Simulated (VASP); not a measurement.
Crystal: BeTe.

```
Be Te
1.0
     0.00000    2.77000    2.77000
     2.77000    0.00000    2.77000
     2.77000    2.77000    0.00000
Be Te
1 1
Direct
  0.00000 0.00000 0.00000
  0.75000 0.75000 0.75000
```

Program: VASP 6.6.1. Alike in all runs: cell as given; k mesh 11 × 11 × 11; smearing fermi-dirac 0.03 eV.

Problem. Order these runs on this cell by their pressure, lowest first.
A. level LDA; potentials or basis VASP PAW LDA potentials, release 64 (Be, Te); spin off; cutoff (eV) 520
B. level PBE; potentials or basis VASP PAW PBE potentials, release 64 (Be, Te); spin non-collinear, zero start, SOC; cutoff (eV) 600
C. level PBEsol; potentials or basis VASP PAW PBE potentials, release 64 (Be, Te); spin off; cutoff (eV) 520

Solution. A (0.8 GPa), C (2.5 GPa), B (4.5 GPa).

Caveats: the PAW data sets were made with another functional, which shifts forces and pressure a little (some runs).
